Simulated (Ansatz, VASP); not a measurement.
**Two plane-wave programs on LiCl**

```
Li Cl
1.0
     3.89374    0.00000    0.00000
    -1.94687    3.37208    0.00000
     0.00000    0.00000    6.22588
Li Cl
2 2
Cartesian
  1.9469 1.1240 5.4668
  0.0000 2.2481 2.3539
  1.9469 1.1240 3.0938
  0.0000 2.2481 6.2067
```

Alike in both runs: task single point; functional LDA; k mesh 12 × 12 × 4; no spin polarisation.

|  | VASP | Ansatz |
| --- | --- | --- |
| version | VASP 6.6.1 | Ansatz 0.2.0 |
| potentials or method | VASP PAW LDA potentials, release 64 (Li_sv, Cl) | plane waves, PAW |
| plane-wave cutoff (eV) | 520 | 420 |
| occupations | gaussian, width 0.01 eV | fixed |
| valence electrons in the cell | 20 | 20 |

```tsv
	VASP	Ansatz	Ansatz less VASP
gap on the k mesh at the Fermi level (eV)	5.61	5.60	-0.011
```

LDA's correlation is that of Perdew and Zunger in VASP and of Perdew and Wang (1992) in Ansatz.

Noted on VASP's run: the cutoff is under 1.25 times that of the potentials, so the pressure is a little rough.
